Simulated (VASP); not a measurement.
# CoNiO2 (P4/mmm) in VASP: further runs

The runs below take CoNiO2 through single point, with PBEsol.

Program: VASP 6.6.1. These are calculated values, not measurements. Logs are shortened: lines on timing, memory, paths and dates and some standing lists are left out, and cuts for length are marked.

**1. The cell of the first run**

The structure is tetragonal, space group P4/mmm (No. 123). The conventional cell has a = 3.034 Å, b = 3.034 Å, c = 4.250 Å, α = 90.00°, β = 90.00°, γ = 90.00°. Ni (site symmetry 4/mmm) has 6 O at 2.13 to 2.15 Å within 2.8 Å. Co (site symmetry 4/mmm) has 6 O at 2.13 to 2.15 Å within 2.8 Å. O (site symmetry 4/mmm) has 2 Ni at 2.13 Å and 4 Co at 2.15 Å within 2.8 Å. O (site symmetry 4/mmm) has 2 Co at 2.13 Å and 4 Ni at 2.15 Å within 2.8 Å.

**2. Single point, PBEsol, collinear spin, ferromagnetic start**

Input file INCAR:

```
PREC     = Accurate       # precision mode
ENCUT    = 520            # plane-wave cutoff, eV
EDIFF    = 1E-7           # SCF threshold, eV
ISMEAR   = -1             # smearing method
SIGMA    = 0.05           # smearing width, eV
LREAL    = F              # projectors in reciprocal space
LASPH    = T              # aspherical terms in the spheres
NELM     = 150            # most SCF steps
ALGO     = Normal         # electronic algorithm
ISIF     = 2              # what is computed and relaxed
LWAVE    = F              # write WAVECAR
LCHARG   = T              # write CHGCAR
ISPIN    = 2              # spin polarisation
MAGMOM   = 1 2 0 0        # initial moments
LORBIT   = 11             # projections on sites
LMAXMIX  = 4              # l up to which the mixer works
GGA      = PS             # functional
LELF     = T              # ELF
LVHAR    = T            
NBANDS   = 28             # bands
```

Input file KPOINTS:

```
Automatic mesh
0
Gamma
  9 9 6
```

Input file POSCAR:

```
CoNiO2
1.0
    3.0342960520      0.0000000000      0.0000000000
    0.0000000000      3.0342960520      0.0000000000
    0.0000000000      0.0000000000      4.2502479672
Ni Co O
1 1 2
Direct
    0.0000000000      0.0000000000      0.0000000000
    0.5000000000      0.5000000000      0.5000000000
    0.0000000000      0.0000000000      0.5000000000
    0.5000000000      0.5000000000      0.0000000000
```

Potentials or basis: VASP PAW PBE potentials, release 64 (Ni, Co, O).

On the command line:

```
$ cat potpaw_PBE.64/Ni/POTCAR potpaw_PBE.64/Co/POTCAR potpaw_PBE.64/O/POTCAR > POTCAR
$ mpirun -np 1 vasp_std > vasp.out
```

OUTCAR:

```text
PREC = Accurate
   ENCUT = 520
   EDIFF = 1E-7
   ISMEAR = -1
   LREAL = F
   LASPH = T
   NELM = 150
   ISIF = 2
   ISPIN = 2
   LORBIT = 11
   GGA = PS

 ion  position               nearest neighbor table
   1  0.000  0.000  0.000-   3 2.13   3 2.13   4 2.15   4 2.15   4 2.15   4 2.15   2 3.02   2 3.02
                             2 3.02   2 3.02   2 3.02   2 3.02   2 3.02   2 3.02
   2  0.500  0.500  0.500-   4 2.13   4 2.13   3 2.15   3 2.15   3 2.15   3 2.15   1 3.02   1 3.02
                             1 3.02   1 3.02   1 3.02   1 3.02   1 3.02   1 3.02
   3  0.000  0.000  0.500-   1 2.13   1 2.13   2 2.15   2 2.15   2 2.15   2 2.15
   4  0.500  0.500  0.000-   2 2.13   2 2.13   1 2.15   1 2.15   1 2.15   1 2.15

  LATTYP: Found a simple tetragonal cell.
 ALAT       =     3.0342960520
 C/A-ratio  =     1.4007360832

  Lattice vectors:

 A1 = (   3.0342960520,   0.0000000000,   0.0000000000)
 A2 = (   0.0000000000,   3.0342960520,   0.0000000000)
 A3 = (   0.0000000000,   0.0000000000,   4.2502479672)

Analysis of symmetry for initial positions (statically):
=====================================================================
 Subroutine PRICEL returns:
 Original cell was already a primitive cell.

 Routine SETGRP: Setting up the symmetry group for a
 simple tetragonal supercell.

 Subroutine GETGRP returns: Found 16 space group operations
 (whereof 16 operations were pure point group operations)
 out of a pool of 16 trial point group operations.

The static configuration has the point symmetry D_4h.

Analysis of symmetry for dynamics (positions and initial velocities):
=====================================================================
 Subroutine PRICEL returns:
 Original cell was already a primitive cell.

 Routine SETGRP: Setting up the symmetry group for a
 simple tetragonal supercell.

 Subroutine GETGRP returns: Found 16 space group operations
 (whereof 16 operations were pure point group operations)
 out of a pool of 16 trial point group operations.

The dynamic configuration has the point symmetry D_4h.

Analysis of structural, dynamic, and magnetic symmetry:
=====================================================================
 Subroutine PRICEL returns:
 Original cell was already a primitive cell.

 Routine SETGRP: Setting up the symmetry group for a
 simple tetragonal supercell.

 Subroutine GETGRP returns: Found 16 space group operations
 (whereof 16 operations were pure point group operations)
 out of a pool of 16 trial point group operations.

The overall configuration has the point symmetry D_4h.

 Subroutine INISYM returns: Found 16 space group operations
 (whereof 16 operations are pure point group operations),
 and found     1 'primitive' translations

----------------------------------------------------------------------------------------

                                     Primitive cell

  volume of cell :      39.1318

  direct lattice vectors                    reciprocal lattice vectors
     3.034296052  0.000000000  0.000000000     0.329565732  0.000000000  0.000000000
     0.000000000  3.034296052  0.000000000     0.000000000  0.329565732  0.000000000
     0.000000000  0.000000000  4.250247967     0.000000000  0.000000000  0.235280390

  length of vectors
     3.034296052  3.034296052  4.250247967     0.329565732  0.329565732  0.235280390

  position of ions in fractional coordinates (direct lattice)
     0.000000000  0.000000000  0.000000000
     0.500000000  0.500000000  0.500000000
     0.000000000  0.000000000  0.500000000
     0.500000000  0.500000000  0.000000000

  ion indices of the primitive-cell ions
   primitive index   ion index
                 1           1
                 2           2
                 3           3
                 4           4

----------------------------------------------------------------------------------------

 KPOINTS: Automatic mesh

Automatic generation of k-mesh.
 Grid dimensions read from file:
 generate k-points for:    9    9    6

 Generating k-lattice:

  Cartesian coordinates                     Fractional coordinates (reciprocal lattice)
     0.036618415  0.000000000  0.000000000     0.111111111  0.000000000  0.000000000
     0.000000000  0.036618415  0.000000000     0.000000000  0.111111111  0.000000000
     0.000000000  0.000000000  0.039213398     0.000000000  0.000000000  0.166666667

  Length of vectors
     0.036618415  0.036618415  0.039213398

  Shift w.r.t. Gamma in fractional coordinates (k-lattice)
     0.000000000  0.000000000  0.000000000

 Subroutine IBZKPT returns following result:
 ===========================================

 Found     60 irreducible k-points:

 Following reciprocal coordinates:
            Coordinates               Weight
  0.000000  0.000000  0.000000      1.000000
  0.111111  0.000000  0.000000      4.000000
  0.222222  0.000000  0.000000      4.000000
  0.333333  0.000000  0.000000      4.000000
  0.444444  0.000000  0.000000      4.000000
  0.111111  0.111111  0.000000      4.000000
[... 16 lines left out ...]
  0.333333  0.111111  0.166667     16.000000
  0.444444  0.111111  0.166667     16.000000
 [... further k-points ...]
   k-points           NKPTS =     60   k-points in BZ     NKDIM =     60   number of bands    NBANDS=     28
   number of dos      NEDOS =    301   number of ions     NIONS =      4
   total plane-waves  NPLWV =  18432
   dimension x,y,z NGX =    24 NGY =   24 NGZ =   32
   dimension x,y,z NGXF=    48 NGYF=   48 NGZF=   64
   ions per type =               1   1   2
   NGX,Y,Z   is equivalent  to a cutoff of  13.15, 13.15, 12.52 a.u.
   NGXF,Y,Z  is equivalent  to a cutoff of  26.30, 26.30, 25.03 a.u.
 SYSTEM =  unknown system
   PREC   = accura    normal or accurate (medium, high low for compatibility)
   ISTART =      0    job   : 0-new  1-cont  2-samecut
   ICHARG =      2    charge: 1-file 2-atom 10-const
   ISPIN  =      2    spin polarized calculation?
   LNONCOLLINEAR =      F non collinear calculations
   LSORBIT =      F    spin-orbit coupling
   LASPH  =      T    aspherical Exc in radial PAW
   ENCUT  =  520.0 eV  38.22 Ry    6.18 a.u.   5.64  5.64  7.90*2*pi/ulx,y,z
   NELM   =    150;   NELMIN=  2; NELMDL= -5     # of ELM steps
   EDIFF  = 0.1E-06   stopping-criterion for ELM
   LREAL  =      F    real-space projection
   EDIFFG = 0.1E-05   stopping-criterion for IOM
   NSW    =      0    number of steps for IOM
   IBRION =     -1    ionic relax: 0-MD 1-quasi-New 2-CG
   NFREE  =      0    steps in history (QN), initial steepest desc. (CG)
   ISIF   =      2    stress and relaxation
   ISYM   =      2    0-nonsym 1-usesym 2-fastsym
   POTIM  = 0.5000    time-step for ionic-motion
   TEBEG  =    0.0;   TEEND  =   0.0 temperature during run
   PSTRESS=    0.0 pullay stress
   NELECT =      31.0000    total number of electrons
   NUPDOWN=      -1.0000    fix difference up-down
   EMIN   =  10.00;   EMAX   =-10.00  energy-range for DOS
   EFERMI =   0.00;   METHOD = LEGACY
   ISMEAR =    -1;   SIGMA  =   0.05  broadening in eV -4-tet -1-fermi 0-gaus
   EFERMI_NEDOS =   21; number of points for ismear=-14 and -15
   IALGO  =     38    algorithm
   IMIX   =      4    mixing-type and parameters
     AMIX     =   0.40;   BMIX     =  1.00
     AMIX_MAG =   1.60;   BMIX_MAG =  1.00
  volume/ion in A,a.u.               =       9.78        66.02
  Fermi-wavevector in a.u.,A,eV,Ry     =   1.514789  2.862535 31.219714  2.294584
  Thomas-Fermi vector in A             =   2.624399
   LORBIT       =     11    0 simple, 1 ext, 2 COOP (PROOUT), +10 PAW based schemes
   GGA     = PS    functional components
   LHFCALC =     F    Hartree Fock is set to
   AEXX    =    0.0000 exact exchange contribution
   IVDW    =     0    specifies the selected vdW correction
   LEPSILON=     F    determine dielectric tensor
   LRPA    =     F    only Hartree local field effects (RPA)
 spin polarized calculation
  energy-cutoff  :      520.00
  volume of cell :       39.13
 maximum number of plane-waves:      1066
 NGX is ok and might be reduce to    24
   NGX = 11   NGY = 11   NGZ = 15

 number of electron      30.9999993 magnetization       4.5754292

 Free energy of the ion-electron system (eV)
  ---------------------------------------------------
  ext. energy  EPLUGINS =         0.00000000
  ---------------------------------------------------
  free energy    TOTEN  =       -26.17398080 eV

  energy without entropy =      -26.11229647  energy(sigma->0) =      -26.14313863

 E-fermi :   7.1383     XC(G=0): -12.5567

 val. band max:        7.1345017924   @ k =   0.3333   0.2222   0.1667
 cond. band min:       7.1407531978   @ k =   0.3333   0.2222   0.5000
 fundamental gap:      0.0062514054
 Fermi energy:         7.1382941211

 spin component 1

 k-point     1 :       0.0000    0.0000    0.0000
  band No.  band energies     occupation
      1     -12.7486      1.00000
      2     -11.4687      1.00000
      3       0.5587      1.00000
      4       2.9544      1.00000
      5       2.9544      1.00000
      6       3.3912      1.00000
[... 709 lines left out ...]
     26      21.5348      0.00000
     27      26.4954      0.00000

 [... further k-points ...]

 spin component 2

 k-point     1 :       0.0000    0.0000    0.0000
  band No.  band energies     occupation
      1     -12.2599      1.00000
      2     -10.9076      1.00000
      3       0.9482      1.00000
      4       3.4662      1.00000
      5       3.4662      1.00000
      6       4.7203      1.00000
[... 709 lines left out ...]
     26      22.0643      0.00000
     27      26.8790      0.00000

 [... further k-points ...]

 [bands above 27 left out]

------------------------ aborting loop because EDIFF is reached ----------------------------------------

  FORCE on cell =-STRESS in cart. coord.  units (eV):
  Direction    XX          YY          ZZ          XY          YZ          ZX
  --------------------------------------------------------------------------------------
  -------------------------------------------------------------------------------------
  Total       -3.7702882     -3.7702882     -3.4432739      0.0000000      0.0000000      0.0000000
  in kB     -154.3671757   -154.3671757   -140.9782082      0.0000000      0.0000000      0.0000000
  external PRESSURE =    -149.9041866 kB  Pullay stress =       0.0000000 kB

 VOLUME and BASIS-vectors are now :
 -----------------------------------------------------------------------------
  energy-cutoff  :      520.00
  volume of cell :       39.13
      direct lattice vectors                 reciprocal lattice vectors
     3.034296052  0.000000000  0.000000000     0.329565732  0.000000000  0.000000000
     0.000000000  3.034296052  0.000000000     0.000000000  0.329565732  0.000000000
     0.000000000  0.000000000  4.250247967     0.000000000  0.000000000  0.235280390

 POSITION                                       TOTAL-FORCE (eV/Angst)
 -----------------------------------------------------------------------------------
      0.00000      0.00000      0.00000         0.000000      0.000000      0.000000
      1.51715      1.51715      2.12512         0.000000      0.000000      0.000000
      0.00000      0.00000      2.12512         0.000000      0.000000      0.000000
      1.51715      1.51715      0.00000         0.000000      0.000000      0.000000
 -----------------------------------------------------------------------------------
    total drift:                                0.000000     -0.000000     -0.000000

  FREE ENERGIE OF THE ION-ELECTRON SYSTEM (eV)
  ---------------------------------------------------
  free  energy   TOTEN  =       -26.1739808030 eV

  energy  without entropy=      -26.1122964656  energy(sigma->0) =      -26.14313863

 total charge

# of ion       s       p       d       tot
------------------------------------------
    1        0.309   0.356   8.254   8.919
    2        0.295   0.351   7.116   7.762
    3        1.553   3.377   0.000   4.929
    4        1.554   3.362   0.000   4.916
--------------------------------------------------
tot          3.711   7.446  15.369  26.526

 magnetization (x)

# of ion       s       p       d       tot
------------------------------------------
    1        0.013   0.012   1.341   1.366
    2        0.018   0.018   2.499   2.534
    3        0.027   0.271   0.000   0.298
    4        0.025   0.252   0.000   0.277
--------------------------------------------------
tot          0.083   0.553   3.839   4.475
```

Wall time 3.2 min (1 thread of Intel Xeon Platinum 8488C (Sapphire Rapids), shared host); peak memory 0.23 GiB.

Results:

* Free energy: -26.1740 eV
* Pressure: -15.0 GPa
* Net moment: 4.58 μB per cell
* Site moments: Ni +1.37; Co +2.53; O +0.30, +0.28 μB
* Valence electrons inside the program's atomic spheres: Ni 8.92; Co 7.76; O 4.93, 4.92

Caveat: the PAW data sets were made with another functional, which shifts forces and pressure a little; semilocal functionals often make such compounds metallic where correlation or magnetic order opens a gap, which also shifts bond lengths.

**3. Single point, PBEsol, collinear spin, ferromagnetic start**

This run uses another cell than the first one, of 9.97 Å³/atom, 1.020 times its volume.

Input file INCAR:

```
  PREC = Accurate
  ENCUT = 520
  EDIFF = 1E-7
  ISMEAR = -1
  SIGMA = 0.05
  LREAL = False
  LASPH = True
  NELM = 150
  ALGO = Normal
  ISIF = 2
  LWAVE = False
  LCHARG = False
  ISPIN = 2
  MAGMOM = 1 2 0 0
  LORBIT = 11
  LMAXMIX = 4
  GGA = PS
  NBANDS = 28
```

Input file KPOINTS:

```
regular mesh
0
Gamma
  9 9 6
```

Input file POSCAR:

```
CoNiO2
1.0
    3.0539998252      0.0000000000      0.0000000000
    0.0000000000      3.0539998252      0.0000000000
    0.0000000000      0.0000000000      4.2778477534
Ni Co O
1 1 2
Direct
    0.0000000000      0.0000000000      0.0000000000
    0.5000000000      0.5000000000      0.5000000000
    0.0000000000      0.0000000000      0.5000000000
    0.5000000000      0.5000000000      0.0000000000
```

Potentials or basis: VASP PAW PBE potentials, release 64 (Ni, Co, O).

On the command line:

```
$ cat potpaw_PBE.64/Ni/POTCAR potpaw_PBE.64/Co/POTCAR potpaw_PBE.64/O/POTCAR > POTCAR
$ mpirun -np 1 vasp_std > vasp.out
```

OUTCAR:

```text
PREC = Accurate
   ENCUT = 520
   EDIFF = 1E-7
   ISMEAR = -1
   LREAL = False
   LASPH = True
   NELM = 150
   ISIF = 2
   ISPIN = 2
   LORBIT = 11
   GGA = PS

 ion  position               nearest neighbor table
   1  0.000  0.000  0.000-   3 2.14   3 2.14   4 2.16   4 2.16   4 2.16   4 2.16   2 3.04   2 3.04
                             2 3.04   2 3.04   2 3.04   2 3.04   2 3.04   2 3.04
   2  0.500  0.500  0.500-   4 2.14   4 2.14   3 2.16   3 2.16   3 2.16   3 2.16   1 3.04   1 3.04
                             1 3.04   1 3.04   1 3.04   1 3.04   1 3.04   1 3.04
   3  0.000  0.000  0.500-   1 2.14   1 2.14   2 2.16   2 2.16   2 2.16   2 2.16
[... 1677 lines left out ...]
     0.000000000  3.053999825  0.000000000     0.000000000  0.327439442  0.000000000
     0.000000000  0.000000000  4.277847753     0.000000000  0.000000000  0.233762410

 POSITION                                       TOTAL-FORCE (eV/Angst)
 -----------------------------------------------------------------------------------
      0.00000      0.00000      0.00000         0.000000      0.000000      0.000000
      1.52700      1.52700      2.13892         0.000000      0.000000      0.000000
      0.00000      0.00000      2.13892         0.000000      0.000000      0.000000
      1.52700      1.52700      0.00000         0.000000      0.000000      0.000000
 -----------------------------------------------------------------------------------
    total drift:                                0.000000     -0.000000     -0.000000

  FREE ENERGIE OF THE ION-ELECTRON SYSTEM (eV)
  ---------------------------------------------------
  free  energy   TOTEN  =       -26.0974108168 eV

  energy  without entropy=      -26.0350797369  energy(sigma->0) =      -26.06624528

 total charge

# of ion       s       p       d       tot
------------------------------------------
    1        0.303   0.343   8.240   8.887
    2        0.291   0.339   7.100   7.730
    3        1.553   3.369   0.000   4.921
    4        1.554   3.355   0.000   4.908
--------------------------------------------------
tot          3.700   7.405  15.340  26.446

 magnetization (x)

# of ion       s       p       d       tot
------------------------------------------
    1        0.013   0.012   1.372   1.397
    2        0.018   0.017   2.528   2.563
    3        0.027   0.281   0.000   0.307
    4        0.025   0.261   0.000   0.286
--------------------------------------------------
tot          0.082   0.571   3.900   4.553
```

stdout:

```text
POSCAR found type information on POSCAR NiCoO
 POSCAR found :  3 types and       4 ions
 scaLAPACK will be used
 -----------------------------------------------------------------------------
|                                                                             |
|                                                                             |
|     You enforced a specific xc type in the INCAR file but a different       |
|     I HOPE YOU KNOW WHAT YOU ARE DOING!                                     |
|                                                                             |
 -----------------------------------------------------------------------------

 LDA part: xc-table for (Slater+PW92), standard interpolation
 POSCAR, INCAR and KPOINTS ok, starting setup
 FFT: planning ... GRIDC
 FFT: planning ... GRID_SOFT
 FFT: planning ... GRID
 WAVECAR not read
 entering main loop
```

Wall time 2.7 min (1 thread of Intel Xeon Platinum 8488C (Sapphire Rapids), shared host); peak memory 0.24 GiB.

What came out:

```
Free energy                                           : -26.0974 eV
Pressure                                              : -17.4 GPa
Net moment                                            : 4.66 μB per cell
Site moments                                          : Ni +1.40; Co +2.56; O +0.31, +0.29 μB
Valence electrons inside the program's atomic spheres : Ni 8.89; Co 7.73; O 4.92, 4.91
```

Caveat: the PAW data sets were made with another functional, which shifts forces and pressure a little; semilocal functionals often make such compounds metallic where correlation or magnetic order opens a gap, which also shifts bond lengths.
